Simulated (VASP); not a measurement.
# GaSb (F-43m) in VASP: further runs

GaSb is run at these levels: HSE06, PBE-based screened hybrid with 100 % exact exchange, PBE-based screened hybrid with 50 % exact exchange, PBE-based screened hybrid with 40 % exact exchange; tasks: single point.

Everything below comes from runs of VASP 6.6.1. Logs are shortened: lines on timing, memory, paths and dates and some standing lists are left out, and cuts for length are marked.

## (1) The cell of the first run

The structure is cubic, space group F-43m (No. 216). The conventional cell has a = 6.132 Å, b = 6.132 Å, c = 6.132 Å, α = 90.00°, β = 90.00°, γ = 90.00°. Ga (site symmetry -43m) has 4 Sb at 2.66 Å within 3.5 Å. Within 3.5 Å of Sb (site symmetry -43m) lie 4 Ga at 2.66 Å.

## (2) Single point, HSE06

Input file POSCAR:

```
GaSb
1.0
    0.0000000000      3.0658787993      3.0658787993
    3.0658787993      0.0000000000      3.0658787993
    3.0658787993      3.0658787993      0.0000000000
Ga Sb
1 1
Direct
    0.0000000000      0.0000000000      0.0000000000
    0.2500000000      0.2500000000      0.2500000000
```

Input file INCAR.step1:

```
  PREC = Accurate
  ENCUT = 400
  EDIFF = 1E-5
  ISMEAR = -1
  SIGMA = 0.2
  LREAL = False
  LASPH = True
  NELM = 120
  ALGO = Normal
  ISIF = 2
  LWAVE = True
  GGA = PE
  NBANDS = 21
  GGA_COMPAT = False
```

Input file INCAR.step2:

```
  PREC = Accurate
  ENCUT = 400
  EDIFF = 1E-6
  ISMEAR = -1
  SIGMA = 0.2
  LREAL = False
  LASPH = True
  NELM = 120
  ALGO = Normal
  ISIF = 2
  LWAVE = False
  LCHARG = True
  GGA = PE
  LHFCALC = True
  HFSCREEN = 0.2079
  PRECFOCK = Normal
  LELF = True
  LVHAR = True
  ISTART = 1
  NBANDS = 21
  GGA_COMPAT = False
```

Input file KPOINTS:

```
Automatic mesh
0
Gamma
  4 4 4
```

Potentials or basis: VASP PAW PBE potentials, release 64 (Ga_d, Sb_d_GW).

Started as:

```bash
cat potpaw_PBE.64/Ga_d/POTCAR potpaw_PBE.64/Sb_d_GW/POTCAR > POTCAR
cp INCAR.step1 INCAR
mpirun -np 1 vasp_std > vasp.out
cp INCAR.step2 INCAR
mpirun -np 1 vasp_std > vasp.out
```

OUTCAR:

```text
PREC = Accurate
   ENCUT = 400
   EDIFF = 1E-6
   ISMEAR = -1
   LREAL = False
   LASPH = True
   NELM = 120
   ISIF = 2
   GGA = PE
   LHFCALC = True
   HFSCREEN = 0.2079
   PRECFOCK = Normal
   ISTART = 1

 ion  position               nearest neighbor table
   1  0.000  0.000  0.000-   2 2.66   2 2.66   2 2.66   2 2.66
   2  0.250  0.250  0.250-   1 2.66   1 2.66   1 2.66   1 2.66

  LATTYP: Found a face centered cubic cell.
 ALAT       =     6.1317575986

  Lattice vectors:

 A1 = (   0.0000000000,   3.0658787993,   3.0658787993)
 A2 = (   3.0658787993,   0.0000000000,   3.0658787993)
 A3 = (   3.0658787993,   3.0658787993,   0.0000000000)

Analysis of symmetry for initial positions (statically):
=====================================================================
 Subroutine PRICEL returns:
 Original cell was already a primitive cell.

 Routine SETGRP: Setting up the symmetry group for a
 face centered cubic supercell.

 Subroutine GETGRP returns: Found 24 space group operations
 (whereof 24 operations were pure point group operations)
 out of a pool of 48 trial point group operations.

The static configuration has the point symmetry T_d .

Analysis of symmetry for dynamics (positions and initial velocities):
=====================================================================
 Subroutine PRICEL returns:
 Original cell was already a primitive cell.

 Routine SETGRP: Setting up the symmetry group for a
 face centered cubic supercell.

 Subroutine GETGRP returns: Found 24 space group operations
 (whereof 24 operations were pure point group operations)
 out of a pool of 48 trial point group operations.

The dynamic configuration has the point symmetry T_d .

 Subroutine INISYM returns: Found 24 space group operations
 (whereof 24 operations are pure point group operations),
 and found     1 'primitive' translations

----------------------------------------------------------------------------------------

                                     Primitive cell

  volume of cell :      57.6361

  direct lattice vectors                    reciprocal lattice vectors
     0.000000000  3.065878799  3.065878799    -0.163085377  0.163085377  0.163085377
     3.065878799  0.000000000  3.065878799     0.163085377 -0.163085377  0.163085377
     3.065878799  3.065878799  0.000000000     0.163085377  0.163085377 -0.163085377

  length of vectors
     4.335807379  4.335807379  4.335807379     0.282472159  0.282472159  0.282472159

  position of ions in fractional coordinates (direct lattice)
     0.000000000  0.000000000  0.000000000
     0.250000000  0.250000000  0.250000000

  ion indices of the primitive-cell ions
   primitive index   ion index
                 1           1
                 2           2

----------------------------------------------------------------------------------------

 KPOINTS: Automatic mesh

Automatic generation of k-mesh.
 Grid dimensions read from file:
 generate k-points for:    4    4    4

 Generating k-lattice:

  Cartesian coordinates                     Fractional coordinates (reciprocal lattice)
    -0.040771344  0.040771344  0.040771344     0.250000000  0.000000000  0.000000000
     0.040771344 -0.040771344  0.040771344     0.000000000  0.250000000  0.000000000
     0.040771344  0.040771344 -0.040771344     0.000000000  0.000000000  0.250000000

  Length of vectors
     0.070618040  0.070618040  0.070618040

  Shift w.r.t. Gamma in fractional coordinates (k-lattice)
     0.000000000  0.000000000  0.000000000

 Subroutine IBZKPT returns following result:
 ===========================================

 Found      8 irreducible k-points:

 Following reciprocal coordinates:
            Coordinates               Weight
  0.000000  0.000000  0.000000      1.000000
  0.250000  0.000000  0.000000      8.000000
  0.500000  0.000000  0.000000      4.000000
  0.250000  0.250000  0.000000      6.000000
  0.500000  0.250000  0.000000     24.000000
 -0.250000  0.250000  0.000000     12.000000
  0.500000  0.500000  0.000000      3.000000
 -0.250000  0.500000  0.250000      6.000000
   k-points           NKPTS =      8   k-points in BZ     NKDIM =     64   number of bands    NBANDS=     21
   number of dos      NEDOS =    301   number of ions     NIONS =      2
   total plane-waves  NPLWV =  21952
   dimension x,y,z NGX =    28 NGY =   28 NGZ =   28
   dimension x,y,z NGXF=    56 NGYF=   56 NGZF=   56
   ions per type =               1   1
   NGX,Y,Z   is equivalent  to a cutoff of  10.74, 10.74, 10.74 a.u.
   NGXF,Y,Z  is equivalent  to a cutoff of  21.47, 21.47, 21.47 a.u.
 SYSTEM =  unknown system
   PREC   = accura    normal or accurate (medium, high low for compatibility)
   ISTART =      1    job   : 0-new  1-cont  2-samecut
   ICHARG =      0    charge: 1-file 2-atom 10-const
   ISPIN  =      1    spin polarized calculation?
   LNONCOLLINEAR =      F non collinear calculations
   LSORBIT =      F    spin-orbit coupling
   LASPH  =      T    aspherical Exc in radial PAW
   ENCUT  =  400.0 eV  29.40 Ry    5.42 a.u.   7.07  7.07  7.07*2*pi/ulx,y,z
   NELM   =    120;   NELMIN=  2; NELMDL=  0     # of ELM steps
   EDIFF  = 0.1E-05   stopping-criterion for ELM
   LREAL  =      F    real-space projection
   EDIFFG = 0.1E-04   stopping-criterion for IOM
   NSW    =      0    number of steps for IOM
   IBRION =     -1    ionic relax: 0-MD 1-quasi-New 2-CG
   NFREE  =      0    steps in history (QN), initial steepest desc. (CG)
   ISIF   =      2    stress and relaxation
   ISYM   =      3    0-nonsym 1-usesym 2-fastsym
   POTIM  = 0.5000    time-step for ionic-motion
   TEBEG  =    0.0;   TEEND  =   0.0 temperature during run
   PSTRESS=    0.0 pullay stress
   NELECT =      28.0000    total number of electrons
   NUPDOWN=      -1.0000    fix difference up-down
   EMIN   =  10.00;   EMAX   =-10.00  energy-range for DOS
   EFERMI =   0.00;   METHOD = LEGACY
   ISMEAR =    -1;   SIGMA  =   0.20  broadening in eV -4-tet -1-fermi 0-gaus
   EFERMI_NEDOS =   21; number of points for ismear=-14 and -15
   IALGO  =     38    algorithm
   IMIX   =      1    mixing-type and parameters
     AMIX     =   0.40;   BMIX     =  1.00
     AMIX_MAG =   1.60;   BMIX_MAG =  1.00
  volume/ion in A,a.u.               =      28.82       194.47
  Fermi-wavevector in a.u.,A,eV,Ry     =   1.286953  2.431988 22.534606  1.656247
  Thomas-Fermi vector in A             =   2.418996
   LORBIT       =      0    0 simple, 1 ext, 2 COOP (PROOUT), +10 PAW based schemes
   GGA     = PE    functional components
   LHFCALC =     T    Hartree Fock is set to
   PRECFOCK=normal    Normal, Fast or Accurate (Low or Medium for compatibility)
   ENCUT4O =  -1.0   cutoff for four orbital integrals eV
   NKREDX  =     1    reduce k-point grid by
   NKREDY  =     1    reduce k-point grid by
   NKREDZ  =     1    reduce k-point grid by
   AEXX    =    0.2500 exact exchange contribution
   HFSCREEN=    0.2079 screening length (either q_TF or 0.3 A-1)
   HFSCREENC=   0.2079 screening length for correlation (either q_TF or 0.3 A-1)
   ENCUTFOCK=  -1.0 apply spherical cutoff to Coloumb kernel
   IVDW    =     0    specifies the selected vdW correction
   LEPSILON=     F    determine dielectric tensor
   LRPA    =     F    only Hartree local field effects (RPA)
 non-spin polarized calculation
  energy-cutoff  :      400.00
  volume of cell :       57.64
 maximum number of plane-waves:      1056
  NGX = 24; NGY = 24; NGZ = 24

 number of electron      28.0000030 magnetization

 Free energy of the ion-electron system (eV)
  ---------------------------------------------------
  ext. energy  EPLUGINS =         0.00000000
  ---------------------------------------------------
  free energy    TOTEN  =        -8.58240702 eV

  energy without entropy =       -8.56378785  energy(sigma->0) =       -8.57309743

 E-fermi :   3.8868     XC(G=0):  -7.6890

 val. band max:        3.4660175700   @ k =   0.0000   0.0000   0.0000
 cond. band min:       4.2637066598   @ k =   0.0000   0.0000   0.0000
 fundamental gap:      0.7976890898
 Fermi energy:         3.8867570153

 k-point     1 :       0.0000    0.0000    0.0000
  band No.  band energies     occupation
      1     -27.4547      2.00000
      2     -27.4547      2.00000
      3     -27.4547      2.00000
      4     -27.4311      2.00000
      5     -27.4311      2.00000
      6     -14.2141      2.00000
[... 13 lines left out ...]
     20      13.0549      0.00000
     21      13.0549      0.00000

 k-point     2 :       0.2500    0.0000    0.0000
  band No.  band energies     occupation
      1     -27.4544      2.00000
      2     -27.4532      2.00000
      3     -27.4532      2.00000
      4     -27.4308      2.00000
      5     -27.4308      2.00000
      6     -14.2233      2.00000
[... 13 lines left out ...]
     20      11.9149      0.00000
     21      11.9149      0.00000

 k-point     3 :       0.5000    0.0000    0.0000
  band No.  band energies     occupation
      1     -27.4539      2.00000
      2     -27.4519      2.00000
      3     -27.4519      2.00000
      4     -27.4304      2.00000
      5     -27.4304      2.00000
      6     -14.2325      2.00000
[... 13 lines left out ...]
     20      14.4166      0.00000
     21      14.4166      0.00000

 k-point     4 :       0.2500    0.2500    0.0000
  band No.  band energies     occupation
      1     -27.4560      2.00000
      2     -27.4516      2.00000
      3     -27.4516      2.00000
      4     -27.4318      2.00000
      5     -27.4295      2.00000
      6     -14.2315      2.00000
[... 13 lines left out ...]
     20      13.5003      0.00000
     21      13.9366      0.00000

 k-point     5 :       0.5000    0.2500    0.0000
  band No.  band energies     occupation
      1     -27.4552      2.00000
      2     -27.4507      2.00000
      3     -27.4502      2.00000
      4     -27.4316      2.00000
      5     -27.4292      2.00000
      6     -14.2394      2.00000
[... 13 lines left out ...]
     20      14.6293      0.00000
     21      14.9090      0.00000

 k-point     6 :      -0.2500    0.2500    0.0000
  band No.  band energies     occupation
      1     -27.4537      2.00000
      2     -27.4520      2.00000
      3     -27.4517      2.00000
      4     -27.4306      2.00000
      5     -27.4303      2.00000
      6     -14.2337      2.00000
[... 13 lines left out ...]
     20      13.0493      0.00000
     21      15.1202      0.00000

 k-point     7 :       0.5000    0.5000    0.0000
  band No.  band energies     occupation
      1     -27.4575      2.00000
      2     -27.4485      2.00000
      3     -27.4485      2.00000
      4     -27.4325      2.00000
      5     -27.4280      2.00000
      6     -14.2475      2.00000
[... 13 lines left out ...]
     20      15.4158      0.00000
     21      15.9835      0.00000

 k-point     8 :      -0.2500    0.5000    0.2500
  band No.  band energies     occupation
      1     -27.4542      2.00000
      2     -27.4520      2.00000
      3     -27.4486      2.00000
      4     -27.4315      2.00000
      5     -27.4292      2.00000
      6     -14.2423      2.00000
[... 13 lines left out ...]
     20      14.7799      0.00000
     21      15.8892      0.00000

------------------------ aborting loop because EDIFF is reached ----------------------------------------

  FORCE on cell =-STRESS in cart. coord.  units (eV):
  Direction    XX          YY          ZZ          XY          YZ          ZX
  --------------------------------------------------------------------------------------
  -------------------------------------------------------------------------------------
  Total        0.0898765      0.0898765      0.0898765     -0.0000000     -0.0000000      0.0000000
  in kB        2.4983995      2.4983995      2.4983995     -0.0000000     -0.0000000      0.0000000
  external PRESSURE =       2.4983995 kB  Pullay stress =       0.0000000 kB

 VOLUME and BASIS-vectors are now :
 -----------------------------------------------------------------------------
  energy-cutoff  :      400.00
  volume of cell :       57.64
      direct lattice vectors                 reciprocal lattice vectors
     0.000000000  3.065878799  3.065878799    -0.163085377  0.163085377  0.163085377
     3.065878799  0.000000000  3.065878799     0.163085377 -0.163085377  0.163085377
     3.065878799  3.065878799  0.000000000     0.163085377  0.163085377 -0.163085377

 POSITION                                       TOTAL-FORCE (eV/Angst)
 -----------------------------------------------------------------------------------
      0.00000      0.00000      0.00000        -0.000000     -0.000000     -0.000000
      1.53294      1.53294      1.53294         0.000000      0.000000      0.000000
 -----------------------------------------------------------------------------------
    total drift:                                0.000008      0.000030      0.000015

  FREE ENERGIE OF THE ION-ELECTRON SYSTEM (eV)
  ---------------------------------------------------
  free  energy   TOTEN  =        -8.5824070174 eV

  energy  without entropy=       -8.5637878506  energy(sigma->0) =       -8.57309743
```

Run time: 9.8 min. Hardware: 1 thread of Intel Xeon 6975P-C (Granite Rapids), shared host; peak memory 0.29 GiB.

Results:

```
Free energy            : -8.5824 eV
Pressure               : 0.2 GPa
Band gap on the k mesh : 0.80 eV
```

Levels at points of the mesh, in eV from the valence-band top:
| k point | band 11 | band 12 | band 13 | band 14 | band 15 | band 16 | band 17 | band 18 |
| --- | --- | --- | --- | --- | --- | --- | --- | --- |
| (0.00, 0.00, 0.00) | -12.54 | 0.00 | 0.00 | 0.00 | 0.80 | 3.45 | 3.45 | 3.45 |
| (0.50, 0.00, 0.00) | -10.75 | -6.87 | -1.24 | -1.24 | 1.03 | 4.45 | 4.45 | 7.25 |
| (0.50, 0.50, 0.00) | -9.82 | -7.36 | -2.77 | -2.77 | 1.47 | 1.80 | 9.85 | 9.85 |

Caveat: the k points lie up to 0.44 Å⁻¹ apart; the PAW data sets were made with another functional, which shifts forces and pressure a little; spin-orbit coupling is left out, which moves the levels of the heavy elements. A k mesh can miss the band edges.

## (3) Single point, PBE-based screened hybrid with 100 % exact exchange

POSCAR is that of step 2.

Input file INCAR.step1:

```
SYSTEM = GaSb
PREC = Accurate
ENCUT = 400
EDIFF = 1E-5
ISMEAR = -1
SIGMA = 0.02
LREAL = .False.
LASPH = .True.
NELM = 120
ALGO = Normal
ISIF = 2
LWAVE = .True.
GGA = PE
NBANDS = 21
GGA_COMPAT = .False.
```

Input file INCAR.step2:

```
SYSTEM = GaSb
PREC = Accurate
ENCUT = 400
EDIFF = 1E-6
ISMEAR = -1
SIGMA = 0.02
LREAL = .False.
LASPH = .True.
NELM = 120
ALGO = Normal
ISIF = 2
LWAVE = .False.
LCHARG = .True.
GGA = PE
LHFCALC = .True.
AEXX = 1.0
HFSCREEN = 0.2078
PRECFOCK = Normal
LELF = .True.
LVHAR = .True.
ISTART = 1
NBANDS = 21
ALDAC = 1.0
AGGAC = 1.0
GGA_COMPAT = .False.
```

Input file KPOINTS:

```
Automatic mesh
0
Gamma
  4 4 4
  0 0 0
```

Potentials or basis: VASP PAW PBE potentials, release 64 (Ga_d, Sb_d_GW).

Started as:

```bash
cat potpaw_PBE.64/Ga_d/POTCAR potpaw_PBE.64/Sb_d_GW/POTCAR > POTCAR
cp INCAR.step1 INCAR
mpirun -np 1 vasp_std > vasp.out
cp INCAR.step2 INCAR
mpirun -np 1 vasp_std > vasp.out
```

It took 18 min on 1 thread of Intel Xeon Platinum 8488C (Sapphire Rapids), shared host; peak memory 0.29 GiB.

The run converged. Its results:

```
Free energy            : -13.7310 eV
Pressure               : -3.9 GPa
Band gap on the k mesh : 3.48 eV (least direct gap 4.00 eV)
```

Levels at points of the mesh, in eV from the valence-band top:
```
           k point  band 10  band 11  band 12  band 13  band 14  band 15  band 16  band 17  band 18  band 19
(0.00, 0.00, 0.00)   -25.68   -15.56     0.00     0.00     0.00     4.00     5.78     5.78     5.78     9.24
(0.50, 0.00, 0.00)   -25.68   -13.22    -8.21    -1.44    -1.44     3.49     6.80     6.80     9.73    13.46
(0.50, 0.50, 0.00)   -25.68   -12.01    -8.74    -3.30    -3.30     3.48     3.69    13.64    13.64    14.78
```

Caveat: the k points lie up to 0.44 Å⁻¹ apart; the PAW data sets were made with another functional, which shifts forces and pressure a little; spin-orbit coupling is left out, which moves the levels of the heavy elements. A k mesh can miss the band edges.

(Continued in part 2 of 2.)
